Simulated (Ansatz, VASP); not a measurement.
## C in VASP and in Ansatz

```
C
1.0
     0.00000    2.12700    3.34800
     1.22800    0.00000    3.34800
     1.22800    2.12700    0.00000
C
2
Cartesian
  1.4401 0.9211 3.3480
  1.2280 3.5450 3.3480
```

Alike in both runs: task single point; functional PBEsol; k mesh 14 × 14 × 14; occupations gaussian, width 0.05 eV; no spin polarisation.

|  | VASP | Ansatz |
| --- | --- | --- |
| version | VASP 6.6.1 | Ansatz 0.2.0 |
| potentials or method | VASP PAW PBE potentials, release 64 (C), cutoff 520 eV | scalar-relativistic, plane waves, PAW |
| valence electrons in the cell | 8 | 8 |

VASP gave:

| Quantity | Value |
| --- | --- |
| gap on the k mesh at the Fermi level (eV) | none |
| rms of the force components (eV/Å) | 14.033 |

**Question.** What did Ansatz give for the same quantities?

**Answer.** gap on the k mesh at the Fermi level (eV): none; rms of the force components (eV/Å): 13.852.

VASP's potentials were made for PBE, not for PBEsol. Atom by atom the forces differ by 0.182 eV/Å (rms over components). A gap of «none» marks a metal or a gap that the smearing closes. The functional is the same, so the differences come from potentials, cutoffs and numerics.
